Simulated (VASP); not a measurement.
**InO: single point with PBE**

InO:

```xyz
2
Lattice="3.3156 0.0000 0.0000 -1.6578 2.8714 0.0000 0.0000 0.0000 3.1460" Properties=species:S:1:pos:R:3 pbc="T T T"
In    1.6578    0.9571    1.5730
O     0.0000    1.9143    0.0000
```

The cell was built from a structure type or drawn by symmetry, and may not be a known phase.

* Program: VASP 6.6.1
* Task: single point
* Functional: PBE
* Potentials or basis: VASP PAW PBE potentials, release 64 (In_d, O)
* Cutoff: 520 eV
* k mesh: 6 × 6 × 6
* Occupations: gaussian, width 0.1 eV
* Spin: no spin polarisation

- Pressure: 0.3 GPa
- Band gap on the k mesh: zero (an odd number of electrons rules out a gap without spin polarisation)

Stress tensor (GPa, compression positive):
```
0.20 0.00 0.00
0.00 0.20 0.00
0.00 0.00 0.45
```

Levels at points of the mesh, in eV from the Fermi level:
| k point | band 6 | band 7 | band 8 | band 9 | band 10 | band 11 | band 12 | band 13 | band 14 | band 15 |
| --- | --- | --- | --- | --- | --- | --- | --- | --- | --- | --- |
| (0.00, 0.00, 0.00) | -14.63 | -5.26 | -3.80 | -3.11 | -3.11 | 8.65 | 8.65 | 9.28 | 10.29 | 12.06 |
| (0.50, 0.00, 0.00) | -14.64 | -7.40 | -3.99 | -3.00 | -0.39 | 2.20 | 8.48 | 8.95 | 9.89 | 15.35 |
| (0.00, 0.00, 0.50) | -14.83 | -8.34 | -2.87 | -2.87 | 1.19 | 1.20 | 11.08 | 11.08 | 14.26 | 14.82 |
| (0.50, 0.00, 0.50) | -14.44 | -5.87 | -5.44 | -3.00 | -1.46 | 4.09 | 4.75 | 6.79 | 8.77 | 13.99 |

Wall time 15 s on 1 thread of Intel Xeon 8259CL, with other jobs on the host, peak memory 0.15 GiB.

Caveat: the k points lie up to 0.36 Å⁻¹ apart, too coarse for converged energies and pressures of a metal; spin-orbit coupling is left out, which moves the levels of the heavy elements; an odd number of electrons without spin polarisation forces a metal; a magnetic or distorted state may lie lower.
